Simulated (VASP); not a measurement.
The system is AgBr2.

```xyz
3
Lattice="4.4352 0.0000 0.0000 0.0000 4.4352 0.0000 0.0000 0.0000 6.2723" Properties=species:S:1:pos:R:3 pbc="T T T"
Ag    0.0000    0.0000    0.0000
Br    2.2176    0.0000    1.5681
Br    0.0000    2.2176    4.7042
```

This cell differs from its parent crystal: atoms taken out.

```yaml
Program: VASP 6.6.1
Task: relaxation of cell and atoms
Functional: PBE
Potentials_or_basis: VASP PAW PBE potentials, release 64 (Ag, Br)
Cutoff: 600 eV
k_mesh: 4 × 4 × 4
Occupations: gaussian, width 0.1 eV
Spin: no spin polarisation
```

At the start: pressure -2.5 GPa; volume 41.13 Å³/atom.

Task: How do energy, volume and symmetry change on relaxing?

Result: Over 20 steps the energy falls by 67.6 meV/atom and the volume is 34.57 Å³/atom (-16.0 %); space group P-4m2 (No. 115, to 0.1 Å) before and after.

The path:
```tsv
step	energy change (eV)	largest force (eV/Å)	pressure (GPa)	volume (Å³)
1	0.0000	0.4776	-2.46	123.38
2	-0.1343	0.0877	-0.85	112.46
3	-0.1448	0.0813	-0.08	109.14
4	-0.1448	0.0966	-0.01	108.86
5	-0.1473	0.0956	-0.01	108.56
6	-0.1550	0.0915	-0.01	107.62
7	-0.1699	0.0697	-0.04	105.69
8	-0.1879	0.0525	-0.21	101.58
9	-0.1889	0.0875	-0.27	100.50
10	-0.1887	0.0451	0.50	97.26
11	-0.1905	0.0243	0.09	98.91
12	-0.1915	0.0309	0.08	98.89
13	-0.1940	0.0495	0.05	98.80
14	-0.1969	0.0732	0.01	98.42
15	-0.1986	0.0261	0.20	98.54
16	-0.1990	0.0153	0.36	98.64
17	-0.1995	0.0133	0.34	98.87
18	-0.2006	0.0072	0.29	99.57
19	-0.2021	0.0038	0.20	100.96
20	-0.2027	0.0229	0.07	103.70
```

Final structure:
```cif
data_structure
_symmetry_space_group_name_H-M 'P 1'
_symmetry_Int_Tables_number 1
_cell_length_a 3.6899
_cell_length_b 3.6899
_cell_length_c 7.6159
_cell_angle_alpha 90.000
_cell_angle_beta 90.000
_cell_angle_gamma 90.000
_cell_volume 103.70
loop_
_atom_site_label
_atom_site_type_symbol
_atom_site_fract_x
_atom_site_fract_y
_atom_site_fract_z
_atom_site_occupancy
Ag1 Ag 0.00000 0.00000 0.00000 1
Br1 Br 0.50000 0.00000 0.24182 1
Br2 Br 0.00000 0.50000 0.75818 1
```

Caveat: the cell differs from its parent crystal (atoms taken out); the volume moved by over 15 % at a fixed basis, so the end points are rough; this functional lacks dispersion, which binds the layers, so the pressure and a relaxed spacing across them are unreliable; an odd number of electrons without spin polarisation forces a metal; a magnetic or distorted state may lie lower.
